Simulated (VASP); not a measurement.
Input of a VASP 6.6.1 run:

File INCAR:

```
  PREC = Accurate
  ENCUT = 520
  EDIFF = 1E-6
  ISMEAR = 0
  SIGMA = 0.15
  LREAL = F
  LASPH = T
  NELM = 100
  ALGO = Fast
  ISIF = 2
  LWAVE = F
  LCHARG = F
  GGA = PS
  NBANDS = 14
```

Contents of KPOINTS:

```
regular mesh
0
Gamma
  22 22 22
```

POSCAR

```
Rh
1.0
    0.0000000000      1.9490887500      1.9966275000
    1.9490887500      0.0000000000      1.9966275000
    1.9490887500      1.9490887500      0.0000000000
Rh
1
Direct
    0.0000000000      0.0000000000      0.0000000000
```

Potentials or basis: VASP PAW PBE potentials, release 64 (Rh_pv).

Command:

```sh
$ cat potpaw_PBE.64/Rh_pv/POTCAR > POTCAR
$ mpirun -np 1 vasp_std > vasp.out
```

(1) Predict the pressure.

Results:

(1) -25.4 GPa.

Caveat: the cell differs from its parent crystal (strain +0.025 along x and y, +0.050 along z); the PAW data sets were made with another functional, which shifts forces and pressure a little.
